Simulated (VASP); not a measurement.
# Ir in VASP: single point with RPBE

Aim: the single point of Ir with RPBE.

Program: VASP 6.6.1. These are calculated values, not measurements. Logs are shortened: lines on timing, memory, paths and dates and some standing lists are left out, and cuts for length are marked.

## 1. The cell of the first run

The cell holds a atom, 1 atom: a = 14.000 Å, b = 14.400 Å, c = 14.800 Å, α = 90.00°, β = 90.00°, γ = 90.00°.

## 2. Single point, RPBE, collinear spin, ferromagnetic start

File INCAR:

```
SYSTEM = Ir
PREC     = Accurate       ! precision mode
ENCUT    = 400            ! plane-wave cutoff, eV
EDIFF    = 1E-6           ! SCF threshold, eV
ISMEAR   = -1             ! smearing method
SIGMA    = 0.01           ! smearing width, eV
LREAL    = .FALSE.        ! projectors in reciprocal space
LASPH    = .TRUE.         ! aspherical terms in the spheres
NELM     = 200            ! most SCF steps
ALGO     = Normal         ! electronic algorithm
ISIF     = 2              ! what is computed and relaxed
LWAVE    = .FALSE.        ! write WAVECAR
LCHARG   = .FALSE.        ! write CHGCAR
ISPIN    = 2              ! spin polarisation
MAGMOM   = 3              ! initial moments
LORBIT   = 11             ! projections on sites
LMAXMIX  = 4              ! l up to which the mixer works
GGA      = RP             ! functional
NBANDS   = 14             ! bands
ISYM     = 0            
GGA_COMPAT= .FALSE.
```

File KPOINTS:

```
Automatic mesh
0
G
  1 1 1
  0 0 0
```

File POSCAR:

```
Ir
1.0
   14.0000000000      0.0000000000      0.0000000000
    0.0000000000     14.4000000000      0.0000000000
    0.0000000000      0.0000000000     14.8000000000
Ir
1
Direct
    0.5000000000      0.5000000000      0.5000000000
```

Potentials or basis: VASP PAW PBE potentials, release 64 (Ir).

On the command line:

```
$ cat potpaw_PBE.64/Ir/POTCAR > POTCAR
$ mpirun -np 1 vasp_gam > vasp.out
```

OUTCAR:

```text
SYSTEM = Ir
   PREC = Accurate
   ENCUT = 400
   EDIFF = 1E-6
   ISMEAR = -1
   LREAL = .FALSE.
   LASPH = .TRUE.
   NELM = 200
   ISIF = 2
   ISPIN = 2
   LORBIT = 11
   GGA = RP
   ISYM = 0

 ion  position               nearest neighbor table
   1  0.500  0.500  0.500-

IMPORTANT INFORMATION: All symmetrisations will be switched off!
NOSYMM: (Re-)initialisation of all symmetry stuff for point group C_1.

----------------------------------------------------------------------------------------

                                     Primitive cell

  volume of cell :    2983.6800

  direct lattice vectors                    reciprocal lattice vectors
    14.000000000  0.000000000  0.000000000     0.071428571  0.000000000  0.000000000
     0.000000000 14.400000000  0.000000000     0.000000000  0.069444444  0.000000000
     0.000000000  0.000000000 14.800000000     0.000000000  0.000000000  0.067567568

  length of vectors
    14.000000000 14.400000000 14.800000000     0.071428571  0.069444444  0.067567568

  position of ions in fractional coordinates (direct lattice)
     0.500000000  0.500000000  0.500000000

  ion indices of the primitive-cell ions
   primitive index   ion index
                 1           1

----------------------------------------------------------------------------------------

 KPOINTS: Automatic mesh

Automatic generation of k-mesh.
 Grid dimensions read from file:
 generate k-points for:    1    1    1

 Generating k-lattice:

  Cartesian coordinates                     Fractional coordinates (reciprocal lattice)
     0.071428571  0.000000000  0.000000000     1.000000000  0.000000000  0.000000000
     0.000000000  0.069444444  0.000000000     0.000000000  1.000000000  0.000000000
     0.000000000  0.000000000  0.067567568     0.000000000  0.000000000  1.000000000

  Length of vectors
     0.071428571  0.069444444  0.067567568

  Shift w.r.t. Gamma in fractional coordinates (k-lattice)
     0.000000000  0.000000000  0.000000000

 Subroutine IBZKPT returns following result:
 ===========================================

 Found      1 irreducible k-points:

 Following reciprocal coordinates:
            Coordinates               Weight
  0.000000  0.000000  0.000000      1.000000
   k-points           NKPTS =      1   k-points in BZ     NKDIM =      1   number of bands    NBANDS=     14
   number of dos      NEDOS =    301   number of ions     NIONS =      1
   total plane-waves  NPLWV = 903168
   dimension x,y,z NGX =    96 NGY =   96 NGZ =   98
   dimension x,y,z NGXF=   192 NGYF=  192 NGZF=  196
   ions per type =               1
   NGX,Y,Z   is equivalent  to a cutoff of  11.40, 11.08, 11.01 a.u.
   NGXF,Y,Z  is equivalent  to a cutoff of  22.80, 22.17, 22.02 a.u.
 SYSTEM =  Ir
   PREC   = accura    normal or accurate (medium, high low for compatibility)
   ISTART =      0    job   : 0-new  1-cont  2-samecut
   ICHARG =      2    charge: 1-file 2-atom 10-const
   ISPIN  =      2    spin polarized calculation?
   LNONCOLLINEAR =      F non collinear calculations
   LSORBIT =      F    spin-orbit coupling
   LASPH  =      T    aspherical Exc in radial PAW
   ENCUT  =  400.0 eV  29.40 Ry    5.42 a.u.  22.83 23.48 24.14*2*pi/ulx,y,z
   NELM   =    200;   NELMIN=  2; NELMDL= -5     # of ELM steps
   EDIFF  = 0.1E-05   stopping-criterion for ELM
   LREAL  =      F    real-space projection
   EDIFFG = 0.1E-04   stopping-criterion for IOM
   NSW    =      0    number of steps for IOM
   IBRION =     -1    ionic relax: 0-MD 1-quasi-New 2-CG
   NFREE  =      0    steps in history (QN), initial steepest desc. (CG)
   ISIF   =      2    stress and relaxation
   ISYM   =      0    0-nonsym 1-usesym 2-fastsym
   POTIM  = 0.5000    time-step for ionic-motion
   TEBEG  =    0.0;   TEEND  =   0.0 temperature during run
   PSTRESS=    0.0 pullay stress
   NELECT =       9.0000    total number of electrons
   NUPDOWN=      -1.0000    fix difference up-down
   EMIN   =  10.00;   EMAX   =-10.00  energy-range for DOS
   EFERMI =   0.00;   METHOD = LEGACY
   ISMEAR =    -1;   SIGMA  =   0.01  broadening in eV -4-tet -1-fermi 0-gaus
   EFERMI_NEDOS =   21; number of points for ismear=-14 and -15
   IALGO  =     38    algorithm
   IMIX   =      4    mixing-type and parameters
     AMIX     =   0.40;   BMIX     =  1.00
     AMIX_MAG =   1.60;   BMIX_MAG =  1.00
  volume/ion in A,a.u.               =    2983.68     20134.87
  Fermi-wavevector in a.u.,A,eV,Ry     =   0.236540  0.446996  0.761263  0.055951
  Thomas-Fermi vector in A             =   1.037066
   LORBIT       =     11    0 simple, 1 ext, 2 COOP (PROOUT), +10 PAW based schemes
   GGA     = RP    functional components
   LHFCALC =     F    Hartree Fock is set to
   AEXX    =    0.0000 exact exchange contribution
   IVDW    =     0    specifies the selected vdW correction
   LEPSILON=     F    determine dielectric tensor
   LRPA    =     F    only Hartree local field effects (RPA)
 spin polarized calculation
  energy-cutoff  :      400.00
  volume of cell :     2983.68
 maximum number of plane-waves:     27122
 NGX is ok and might be reduce to    90
   NGX = 45   NGY = 47   NGZ = 49

 number of electron       9.0000000 magnetization       3.0000000

 Free energy of the ion-electron system (eV)
  ---------------------------------------------------
  ext. energy  EPLUGINS =         0.00000000
  ---------------------------------------------------
  free energy    TOTEN  =        -1.64456629 eV

  energy without entropy =       -1.64330062  energy(sigma->0) =       -1.64393346

 E-fermi :  -4.7763     XC(G=0):  -0.3832

 val. band max:       -4.8214255984   @ k =   0.0000   0.0000   0.0000
 cond. band min:      -4.7316870451   @ k =   0.0000   0.0000   0.0000
 fundamental gap:      0.0897385533
 Fermi energy:        -4.7763335970

 spin component 1

 k-point     1 :       0.0000    0.0000    0.0000
  band No.  band energies     occupation
      1      -6.6792      1.00000
      2      -6.6652      1.00000
      3      -6.2298      1.00000
      4      -6.0617      1.00000
      5      -5.7288      1.00000
      6      -5.6788      1.00000
      7      -1.2724      0.00000
      8      -1.0924      0.00000
      9      -0.9886      0.00000
     10      -0.1674      0.00000
     11       0.5279      0.00000
     12       0.5684      0.00000
     13       0.6660      0.00000
     14       0.7054      0.00000
 Fermi energy:        -4.7763335970

 spin component 2

 k-point     1 :       0.0000    0.0000    0.0000
  band No.  band energies     occupation
      1      -4.8891      0.99999
      2      -4.8528      0.99952
      3      -4.8214      0.98911
      4      -4.7317      0.01138
      5      -4.1091      0.00000
      6      -3.9724      0.00000
      7      -0.5860      0.00000
      8      -0.5407      0.00000
      9      -0.4658      0.00000
     10      -0.0524      0.00000
     11       0.6147      0.00000
     12       0.6450      0.00000
     13       0.7600      0.00000
     14       0.7865      0.00000

------------------------ aborting loop because EDIFF is reached ----------------------------------------

  FORCE on cell =-STRESS in cart. coord.  units (eV):
  Direction    XX          YY          ZZ          XY          YZ          ZX
  --------------------------------------------------------------------------------------
  -------------------------------------------------------------------------------------
  Total        0.0662240      0.1268080      0.1021849     -0.0190956     -0.0184708     -0.0048986
  in kB        0.0355610      0.0680934      0.0548713     -0.0102539     -0.0099185     -0.0026305
  external PRESSURE =       0.0528419 kB  Pullay stress =       0.0000000 kB

 VOLUME and BASIS-vectors are now :
 -----------------------------------------------------------------------------
  energy-cutoff  :      400.00
  volume of cell :     2983.68
      direct lattice vectors                 reciprocal lattice vectors
    14.000000000  0.000000000  0.000000000     0.071428571  0.000000000  0.000000000
     0.000000000 14.400000000  0.000000000     0.000000000  0.069444444  0.000000000
     0.000000000  0.000000000 14.800000000     0.000000000  0.000000000  0.067567568

 POSITION                                       TOTAL-FORCE (eV/Angst)
 -----------------------------------------------------------------------------------
      7.00000      7.20000      7.40000        -0.000000      0.000001      0.000000
 -----------------------------------------------------------------------------------
    total drift:                               -0.000000      0.000001      0.000000

  FREE ENERGIE OF THE ION-ELECTRON SYSTEM (eV)
  ---------------------------------------------------
  free  energy   TOTEN  =        -1.6445662884 eV

  energy  without entropy=       -1.6433006231  energy(sigma->0) =       -1.64393346

 total charge

# of ion       s       p       d       tot
------------------------------------------
    1        0.561   0.000   6.945   7.506

 magnetization (x)

# of ion       s       p       d       tot
------------------------------------------
    1        0.423   0.000   1.964   2.387
```

Run time: 21 min. Hardware: 1 thread of Intel Xeon Platinum 8488C (Sapphire Rapids), shared host; peak memory 2 GiB.

What came out:

| Quantity | Value |
| --- | --- |
| Free energy | -1.6446 eV |
| Pressure | 0.0 GPa |
| Band gap on the k mesh | 0.09 eV |
| Net moment | 3.00 μB per cell |
| Site moments | Ir +2.39 μB |
| Valence electrons inside the program's atomic spheres | Ir 7.51 |

Caveat: the PAW data sets were made with another functional, which shifts forces and pressure a little; spin-orbit coupling is left out, which moves the levels of the heavy elements.
